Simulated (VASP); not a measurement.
# Pt (Im-3m) in VASP: a series of runs

Aim: see how the results for Pt move with the level of theory and the settings. Levels: BLYP+D3(BJ), PBE, LDA. Tasks: relaxation of cell and atoms, single point.

All numbers are computed with VASP 6.6.1; they aren't measurements. Logs are shortened: lines on timing, memory, paths and dates and some standing lists are left out, and cuts for length are marked.

## (1) The cell of the first run

Symmetry: Im-3m, No. 229, cubic system. The conventional cell has a = 3.168 Å, b = 3.168 Å, c = 3.168 Å, α = 90.00°, β = 90.00°, γ = 90.00°. Pt (site symmetry m-3m) has 14 Pt at 2.74 to 3.17 Å within 3.6 Å.

## (2) Relaxation of cell and atoms, BLYP+D3(BJ)

The input, INCAR:

```
SYSTEM = Pt
  AGGAC = 1.0
  AGGAX = 1.0
  ALDAC = 0.0
  ALDAX = 1.0
  ALGO = Normal
  EDIFF = 1E-7
  EDIFFG = -0.01
  ENCUT = 600
  GGA = B5
  IBRION = 2
  ISIF = 3
  ISMEAR = -1
  IVDW = 12
  LASPH = .TRUE.
  LCHARG = .FALSE.
  LREAL = .FALSE.
  LWAVE = .FALSE.
  NELM = 80
  NSW = 60
  PREC = Accurate
  SIGMA = 0.05
  VDW_A1 = 0.4298
  VDW_A2 = 4.2359
  VDW_S6 = 1.0
  VDW_S8 = 2.6996
```

The input, KPOINTS:

```
k-points
0
G
  12 12 12
  0 0 0
```

The input, POSCAR:

```
Pt
1.0
   -1.5842200000      1.5842200000      1.5842200000
    1.5842200000     -1.5842200000      1.5842200000
    1.5842200000      1.5842200000     -1.5842200000
Pt
1
Direct
    0.0000000000      0.0000000000      0.0000000000
```

Potentials or basis: VASP PAW PBE potentials, release 64 (Pt).

Launch:

```
$ cat potpaw_PBE.64/Pt/POTCAR > POTCAR
$ mpirun -np 1 vasp_std > vasp.out
```

OUTCAR:

```text
SYSTEM = Pt
   EDIFF = 1E-7
   EDIFFG = -0.01
   ENCUT = 600
   GGA = B5
   IBRION = 2
   ISIF = 3
   ISMEAR = -1
   IVDW = 12
   LASPH = .TRUE.
   LREAL = .FALSE.
   NELM = 80
   NSW = 60
   PREC = Accurate
 IVDW          = 12

 ion  position               nearest neighbor table
   1  0.000  0.000  0.000-

  LATTYP: Found a body centered cubic cell.
 ALAT       =     3.1684400000

  Lattice vectors:

 A1 = (  -1.5842200000,   1.5842200000,   1.5842200000)
 A2 = (   1.5842200000,  -1.5842200000,   1.5842200000)
 A3 = (   1.5842200000,   1.5842200000,  -1.5842200000)

Analysis of symmetry for initial positions (statically):
=====================================================================
 Subroutine PRICEL returns:
 Original cell was already a primitive cell.

 Routine SETGRP: Setting up the symmetry group for a
 body centered cubic supercell.

 Subroutine GETGRP returns: Found 48 space group operations
[... 9 lines left out ...]

 Routine SETGRP: Setting up the symmetry group for a
 body centered cubic supercell.

 Subroutine GETGRP returns: Found 48 space group operations
[... 11 lines left out ...]
                                     Primitive cell

  volume of cell :      15.9040

  direct lattice vectors                    reciprocal lattice vectors
    -1.584220000  1.584220000  1.584220000     0.000000000  0.315612731  0.315612731
     1.584220000 -1.584220000  1.584220000     0.315612731  0.000000000  0.315612731
     1.584220000  1.584220000 -1.584220000     0.315612731  0.315612731  0.000000000

  length of vectors
     2.743949530  2.743949530  2.743949530     0.446343804  0.446343804  0.446343804

  position of ions in fractional coordinates (direct lattice)
     0.000000000  0.000000000  0.000000000

  ion indices of the primitive-cell ions
   primitive index   ion index
                 1           1

----------------------------------------------------------------------------------------

 KPOINTS: k-points

Automatic generation of k-mesh.
 Grid dimensions read from file:
 generate k-points for:   12   12   12

 Generating k-lattice:

  Cartesian coordinates                     Fractional coordinates (reciprocal lattice)
     0.000000000  0.026301061  0.026301061     0.083333333  0.000000000  0.000000000
     0.026301061  0.000000000  0.026301061     0.000000000  0.083333333  0.000000000
     0.026301061  0.026301061  0.000000000     0.000000000  0.000000000  0.083333333

  Length of vectors
     0.037195317  0.037195317  0.037195317

  Shift w.r.t. Gamma in fractional coordinates (k-lattice)
[... 41 lines left out ...]
   NGXF,Y,Z  is equivalent  to a cutoff of  29.08, 29.08, 29.08 a.u.
 SYSTEM =  Pt
   PREC   = accura    normal or accurate (medium, high low for compatibility)
   ISTART =      0    job   : 0-new  1-cont  2-samecut
   ICHARG =      2    charge: 1-file 2-atom 10-const
   ISPIN  =      1    spin polarized calculation?
   LNONCOLLINEAR =      F non collinear calculations
   LSORBIT =      F    spin-orbit coupling
   LASPH  =      T    aspherical Exc in radial PAW
   ENCUT  =  600.0 eV  44.10 Ry    6.64 a.u.   5.48  5.48  5.48*2*pi/ulx,y,z
   NELM   =     80;   NELMIN=  2; NELMDL= -5     # of ELM steps
   EDIFF  = 0.1E-06   stopping-criterion for ELM
   LREAL  =      F    real-space projection
   EDIFFG = -.1E-01   stopping-criterion for IOM
   NSW    =     60    number of steps for IOM
   IBRION =      2    ionic relax: 0-MD 1-quasi-New 2-CG
   NFREE  =      1    steps in history (QN), initial steepest desc. (CG)
   ISIF   =      3    stress and relaxation
   ISYM   =      2    0-nonsym 1-usesym 2-fastsym
   POTIM  = 0.5000    time-step for ionic-motion
   TEBEG  =    0.0;   TEEND  =   0.0 temperature during run
   PSTRESS=    0.0 pullay stress
   NELECT =      10.0000    total number of electrons
   NUPDOWN=      -1.0000    fix difference up-down
   EMIN   =  10.00;   EMAX   =-10.00  energy-range for DOS
   EFERMI =   0.00;   METHOD = LEGACY
   ISMEAR =    -1;   SIGMA  =   0.05  broadening in eV -4-tet -1-fermi 0-gaus
   EFERMI_NEDOS =   21; number of points for ismear=-14 and -15
   IALGO  =     38    algorithm
   IMIX   =      4    mixing-type and parameters
     AMIX     =   0.40;   BMIX     =  1.00
     AMIX_MAG =   1.60;   BMIX_MAG =  1.00
  volume/ion in A,a.u.               =      15.90       107.33
  Fermi-wavevector in a.u.,A,eV,Ry     =   1.402510  2.650360 26.763132  1.967035
  Thomas-Fermi vector in A             =   2.525265
   LORBIT       =      0    0 simple, 1 ext, 2 COOP (PROOUT), +10 PAW based schemes
   GGA     = B5    functional components
   LHFCALC =     F    Hartree Fock is set to
   AEXX    =    0.0000 exact exchange contribution
   IVDW    =    12    specifies the selected vdW correction
   LEPSILON=     F    determine dielectric tensor
   LRPA    =     F    only Hartree local field effects (RPA)
 conjugate gradient relaxation of ions
 non-spin polarized calculation
  energy-cutoff  :      600.00
  volume of cell :       15.90
 maximum number of plane-waves:       555
 NGX is ok and might be reduce to    24
   NGX = 11   NGY = 11   NGZ = 11

--------------------------------------- Ionic step        1  -------------------------------------------

 number of electron      10.0000000 magnetization

 number of electron       9.9999999 magnetization

 Free energy of the ion-electron system (eV)
  ---------------------------------------------------
  ext. energy  EPLUGINS =         0.00000000
  ---------------------------------------------------
  free energy    TOTEN  =        -4.90611222 eV

  energy without entropy =       -4.89976101  energy(sigma->0) =       -4.90293662

------------------------ aborting loop because EDIFF is reached ----------------------------------------

 Edisp (eV)   -1.71322

 E8    (eV) :    -1.2869
[... 69 lines left out ...]
--------------------------------------- Ionic step        3  -------------------------------------------

 number of electron      10.0000000 magnetization

 Free energy of the ion-electron system (eV)
  ---------------------------------------------------
  ext. energy  EPLUGINS =         0.00000000
  ---------------------------------------------------
  free energy    TOTEN  =        -4.87691213 eV

  energy without entropy =       -4.87082521  energy(sigma->0) =       -4.87386867

 E-fermi :  10.9340     XC(G=0): -12.5878

 val. band max:       10.8777693482   @ k =   0.5000   0.5000   0.4167
 cond. band min:      10.9695503050   @ k =  -0.4167  -0.4167   0.1667
 fundamental gap:      0.0917809568
 Fermi energy:        10.9340391522

 k-point     1 :       0.0000    0.0000    0.0000
  band No.  band energies     occupation
      1       1.5294      2.00000
      2       7.4293      2.00000
      3       7.4293      2.00000
      4       7.4293      2.00000
      5       9.9650      2.00000
      6       9.9650      2.00000
      7      28.3538      0.00000
      8      28.3538      0.00000
      9      28.3538      0.00000
[... 265 lines left out ...]
 k-point    24 :       0.4167    0.0833    0.0833
  band No.  band energies     occupation
      1       4.8530      2.00000
      2       6.0088      2.00000
      3       9.4791      2.00000
      4       9.9152      2.00000
      5      10.3033      1.99999
      6      14.5490      0.00000
      7      17.0383      0.00000
      8      24.4309      0.00000
      9      25.1522      0.00000

 [... further k-points ...]

------------------------ aborting loop because EDIFF is reached ----------------------------------------

 Edisp (eV)   -1.74657

 E8    (eV) :    -1.3122
[... 24 lines left out ...]
  FREE ENERGIE OF THE ION-ELECTRON SYSTEM (eV)
  ---------------------------------------------------
  free  energy   TOTEN  =        -6.6234807024 eV

  energy  without entropy=       -6.6173937779  energy(sigma->0) =       -6.62043724

 reached required accuracy - stopping structural energy minimisation
```

OSZICAR:

```text
N       E                     dE             d eps       ncg     rms          rms(c)
DAV:   1     0.430478724825E+02    0.43048E+02   -0.59792E+03  1320   0.116E+03
DAV:   2    -0.471034236884E+01   -0.47758E+02   -0.45989E+02  1377   0.201E+02
DAV:   3    -0.524657454024E+01   -0.53623E+00   -0.50896E+00  1505   0.206E+01
[... 21 lines left out ...]
DAV:   3    -0.487629192801E+01    0.87429E-02   -0.45488E-02  1366   0.175E+00    0.698E-01
DAV:   4    -0.487684086733E+01   -0.54894E-03   -0.13662E-03  1402   0.261E-01    0.121E-01
DAV:   5    -0.487690343770E+01   -0.62570E-04   -0.49130E-05  1722   0.499E-02    0.183E-02
DAV:   6    -0.487691209599E+01   -0.86583E-05   -0.30194E-06  1382   0.124E-02    0.777E-04
DAV:   7    -0.487691212974E+01   -0.33754E-07   -0.39150E-08  1237   0.189E-03
   3 F= -.66234807E+01 E0= -.66204372E+01  d E =-.414555E-02
```

CONTCAR:

```text
Pt
   1.00000000000000
    -1.5745772738641537    1.5745772738641535    1.5745772738641537
     1.5745772738641537   -1.5745772738641535    1.5745772738641537
     1.5745772738641537    1.5745772738641535   -1.5745772738641537
  Pt
     1
Direct
     0.0000000000000000    0.0000000000000000    0.0000000000000000

  0.00000000E+00  0.00000000E+00  0.00000000E+00
```

Run time: 28 s. Hardware: 1 thread of Intel Xeon Platinum 8259CL at 2.50GHz (Skylake/Cascade Lake), shared host; peak memory 0.16 GiB.

Results:

```yaml
Free_energy: -6.6235 eV
Relaxed_volume: 15.62 Å³/atom
Relaxed_cell: a = 2.727 Å, b = 2.727 Å, c = 2.727 Å, α = 109.47°, β = 109.47°, γ = 109.47°
Space_group_after_relaxing_to_0.05_Å: Im-3m (No. 229)
Energy_gained_by_relaxing: 4.1 meV/atom
Ionic_steps: 3
Pressure_after_relaxing: -0.1 GPa
Band_gap_on_the_k_mesh: zero (band 5 reaches 12.04 eV, above the bottom of band 6 at 9.81 eV)
Dispersion_energy_per_atom: -1.747 eV
```

The path:
```
step  energy change (eV)  largest force (eV/Å)  pressure (GPa)  volume (Å³)
   1              0.0000                0.0000           -4.43        15.90
   2              0.0228                0.0000           13.00        14.91
   3             -0.0041                0.0000           -0.07        15.62
```

Final structure:
```
Pt
1.0
    -1.57458    1.57458    1.57458
     1.57458   -1.57458    1.57458
     1.57458    1.57458   -1.57458
Pt
1
Cartesian
  0.0000 0.0000 0.0000
```

Caveat: the PAW data sets were made with another functional, which shifts forces and pressure a little; spin-orbit coupling is left out, which moves the levels of the heavy elements; pairwise dispersion overbinds metals, which lowers pressure and volume.

## (3) Single point, PBE

The input, INCAR:

```
SYSTEM = Pt
  PREC = Accurate
  ENCUT = 520
  EDIFF = 1E-6
  ISMEAR = 0
  SIGMA = 0.02
  LREAL = .FALSE.
  LASPH = .TRUE.
  NELM = 60
  ALGO = Fast
  ISIF = 2
  LWAVE = .FALSE.
  LCHARG = .FALSE.
  GGA = PE
  NBANDS = 11
```

The input, KPOINTS:

```
Automatic mesh
0
G
  12 12 12
  0 0 0
```

POSCAR is that of step 2.

Potentials or basis: VASP PAW PBE potentials, release 64 (Pt).

Launch:

```
$ cat potpaw_PBE.64/Pt/POTCAR > POTCAR
$ mpirun -np 1 vasp_std > vasp.out
```

Run time: 8.2 s. Hardware: 1 thread of AMD EPYC 7R13 (Zen 3), shared host; peak memory 0.1 GiB.

Results (log left out):

```yaml
Free_energy: -6.0165 eV
Pressure: -1.9 GPa
Band_gap_on_the_k_mesh: zero (band 5 reaches 11.08 eV, above the bottom of band 6 at 8.94 eV)
```

Levels at points of the mesh, in eV from the Fermi level:
| k point | band 3 | band 4 | band 5 | band 6 | band 7 | band 8 |
| --- | --- | --- | --- | --- | --- | --- |
| (0.00, 0.00, 0.00) | -3.32 | -3.32 | -0.87 | -0.87 | 17.22 | 17.22 |
| (0.50, 0.00, 0.00) | -1.05 | -0.55 | 0.41 | 1.15 | 6.36 | 13.39 |
| (0.50, 0.50, 0.50) | 0.64 | 0.64 | 0.64 | 7.78 | 7.78 | 7.78 |

Caveat: spin-orbit coupling is left out, which moves the levels of the heavy elements.

## (4) Single point, PBE

The input, INCAR:

```
ALGO     = Normal         # electronic algorithm
EDIFF    = 1E-6           # SCF threshold, eV
ENCUT    = 520            # plane-wave cutoff, eV
GGA      = PE             # functional
ISIF     = 2              # what is computed and relaxed
ISMEAR   = 1              # smearing method
LASPH    = T              # aspherical terms in the spheres
LCHARG   = F              # write CHGCAR
LREAL    = F              # projectors in reciprocal space
LWAVE    = F              # write WAVECAR
NBANDS   = 11             # bands
NELM     = 80             # most SCF steps
PREC     = Accurate       # precision mode
SIGMA    = 0.2            # smearing width, eV
```

The input, KPOINTS:

```
k-points
0
Gamma
  12 12 12
```

POSCAR is that of step 3.

Potentials or basis: VASP PAW PBE potentials, release 64 (Pt).

Launch:

```
$ cat potpaw_PBE.64/Pt/POTCAR > POTCAR
$ mpirun -np 1 vasp_std > vasp.out
```

OUTCAR:

```text
EDIFF = 1E-6
   ENCUT = 520
   GGA = PE
   ISIF = 2
   ISMEAR = 1
   LASPH = T
   LREAL = F
   NELM = 80
   PREC = Accurate

 ion  position               nearest neighbor table
   1  0.000  0.000  0.000-

  LATTYP: Found a body centered cubic cell.
 ALAT       =     3.1684400000

  Lattice vectors:

 A1 = (  -1.5842200000,   1.5842200000,   1.5842200000)
 A2 = (   1.5842200000,  -1.5842200000,   1.5842200000)
 A3 = (   1.5842200000,   1.5842200000,  -1.5842200000)

Analysis of symmetry for initial positions (statically):
=====================================================================
 Subroutine PRICEL returns:
 Original cell was already a primitive cell.

 Routine SETGRP: Setting up the symmetry group for a
 body centered cubic supercell.

 Subroutine GETGRP returns: Found 48 space group operations
 (whereof 48 operations were pure point group operations)
 out of a pool of 48 trial point group operations.

The static configuration has the point symmetry O_h .

Analysis of symmetry for dynamics (positions and initial velocities):
=====================================================================
 Subroutine PRICEL returns:
[... 165 lines left out ...]
      2       6.6397      2.00000
      3       6.6397      2.00000
      4       6.6397      2.00000
      5       9.0970      2.00000
      6       9.0970      2.00000
      7      27.1837      0.00000
      8      27.1837      0.00000
      9      27.1837      0.00000
     10      37.1361      0.00000
     11      37.1370      0.00000
[... 309 lines left out ...]
 k-point    24 :       0.4167    0.0833    0.0833
  band No.  band energies     occupation
      1       4.0554      2.00000
      2       5.2356      2.00000
      3       8.5079      2.00000
      4       9.0507      2.00000
      5       9.4284      2.00044
      6      13.4434     -0.00000
      7      15.9746      0.00000
      8      23.2321      0.00000
      9      23.9566      0.00000
     10      34.0667      0.00000
     11      34.6445      0.00000

 [... further k-points ...]

------------------------ aborting loop because EDIFF is reached ----------------------------------------

  FORCE on cell =-STRESS in cart. coord.  units (eV):
  Direction    XX          YY          ZZ          XY          YZ          ZX
  --------------------------------------------------------------------------------------
  -------------------------------------------------------------------------------------
  Total       -0.1821246     -0.1821246     -0.1821246     -0.0000000      0.0000000      0.0000000
  in kB      -18.3473282    -18.3473282    -18.3473282     -0.0000000      0.0000000      0.0000000
  external PRESSURE =     -18.3473282 kB  Pullay stress =       0.0000000 kB

 VOLUME and BASIS-vectors are now :
 -----------------------------------------------------------------------------
  energy-cutoff  :      520.00
  volume of cell :       15.90
      direct lattice vectors                 reciprocal lattice vectors
    -1.584220000  1.584220000  1.584220000     0.000000000  0.315612731  0.315612731
     1.584220000 -1.584220000  1.584220000     0.315612731  0.000000000  0.315612731
     1.584220000  1.584220000 -1.584220000     0.315612731  0.315612731  0.000000000

 POSITION                                       TOTAL-FORCE (eV/Angst)
 -----------------------------------------------------------------------------------
      0.00000      0.00000      0.00000        -0.000000      0.000000     -0.000000
 -----------------------------------------------------------------------------------
    total drift:                                0.000000     -0.000000      0.000000

  FREE ENERGIE OF THE ION-ELECTRON SYSTEM (eV)
  ---------------------------------------------------
  free  energy   TOTEN  =        -6.0149525625 eV

  energy  without entropy=       -6.0171831677  energy(sigma->0) =       -6.01569610
```

Wall time 7.2 s (1 thread of AMD EPYC 7R13 (Zen 3), shared host); peak memory 0.1 GiB.

Results:

```
Free energy            : -6.0150 eV
Pressure               : -1.8 GPa
Band gap on the k mesh : zero (band 5 reaches 11.08 eV, above the bottom of band 6 at 8.95 eV)
```

Levels at points of the mesh, in eV from the Fermi level:
```
           k point  band 1  band 2  band 3  band 4  band 5  band 6  band 7  band 8  band 9  band 10
(0.00, 0.00, 0.00)   -9.34   -3.36   -3.36   -3.36   -0.90   -0.90   17.19   17.19   17.19    27.14
(0.50, 0.00, 0.00)   -6.41   -4.76   -1.08   -0.59    0.38    1.12    6.32   13.35   15.88    24.07
(0.50, 0.50, 0.50)   -5.92   -5.92    0.60    0.60    0.60    7.74    7.74    7.74   12.77    19.01
```

Caveat: spin-orbit coupling is left out, which moves the levels of the heavy elements.

## (5) Single point, LDA

The input, INCAR:

```
SYSTEM = Pt
PREC     = Accurate       ! precision mode
ENCUT    = 520            ! plane-wave cutoff, eV
EDIFF    = 1E-6           ! SCF threshold, eV
ISMEAR   = 0              ! smearing method
SIGMA    = 0.05           ! smearing width, eV
LREAL    = .FALSE.        ! projectors in reciprocal space
LASPH    = .TRUE.         ! aspherical terms in the spheres
NELM     = 100            ! most SCF steps
ALGO     = Normal         ! electronic algorithm
ISIF     = 2              ! what is computed and relaxed
LWAVE    = .FALSE.        ! write WAVECAR
LCHARG   = .TRUE.         ! write CHGCAR
LELF     = .TRUE.         ! ELF
LVHAR    = .TRUE.       
NBANDS   = 11             ! bands
```

The input, KPOINTS:

```
regular mesh
0
G
  12 12 12
  0 0 0
```

POSCAR is that of step 4.

Potentials or basis: VASP PAW LDA potentials, release 64 (Pt).

Launch:

```
$ cat potpaw_LDA.64/Pt/POTCAR > POTCAR
$ mpirun -np 1 vasp_std > vasp.out
```

Run time: 7.1 s. Hardware: 1 thread of AMD EPYC 7R13 (Zen 3), shared host; peak memory 0.1 GiB.

Results (log left out):

| Item | Value |
| --- | --- |
| Free energy | -7.3560 eV |
| Pressure | -15.7 GPa |
| Band gap on the k mesh | zero (band 5 reaches 10.93 eV, above the bottom of band 6 at 8.82 eV) |

Levels at points of the mesh, in eV from the Fermi level:
```tsv
k point	band 1	band 2	band 3	band 4	band 5	band 6	band 7	band 8	band 9	band 10
(0.00, 0.00, 0.00)	-9.35	-3.37	-3.37	-3.37	-0.86	-0.86	17.18	17.18	17.18	27.19
(0.50, 0.00, 0.00)	-6.42	-4.78	-1.05	-0.54	0.38	1.13	6.33	13.34	15.82	24.02
(0.50, 0.50, 0.50)	-5.90	-5.90	0.61	0.61	0.61	7.71	7.71	7.71	12.74	19.13
```

Caveat: spin-orbit coupling is left out, which moves the levels of the heavy elements.

## (6) Overview

| task | level | potentials or basis | cell | cutoff (eV) | smearing | gap on the mesh (eV) | pressure (GPa) |
| --- | --- | --- | --- | --- | --- | --- | --- |
| relaxation of cell and atoms | BLYP+D3(BJ) | VASP PAW PBE potentials, release 64 (Pt) | relaxed | 600 | fermi-dirac 0.05 eV | none | -0.1 |
| single point | PBE | VASP PAW PBE potentials, release 64 (Pt) | as given | 520 | gaussian 0.02 eV | none | -1.9 |
| single point | PBE | VASP PAW PBE potentials, release 64 (Pt) | as given | 520 | methfessel-paxton 0.2 eV | none | -1.8 |
| single point | LDA | VASP PAW LDA potentials, release 64 (Pt) | as given | 520 | gaussian 0.05 eV | none | -15.7 |

Alike in all rows: no spin polarisation; k mesh 12 × 12 × 12.

Caveats: spin-orbit coupling is left out, which moves the levels of the heavy elements; the PAW data sets were made with another functional, which shifts forces and pressure a little (some runs); pairwise dispersion overbinds metals, which lowers pressure and volume (some runs).

Total energies depend on the potentials used, so only differences within one code and one set of settings carry meaning.
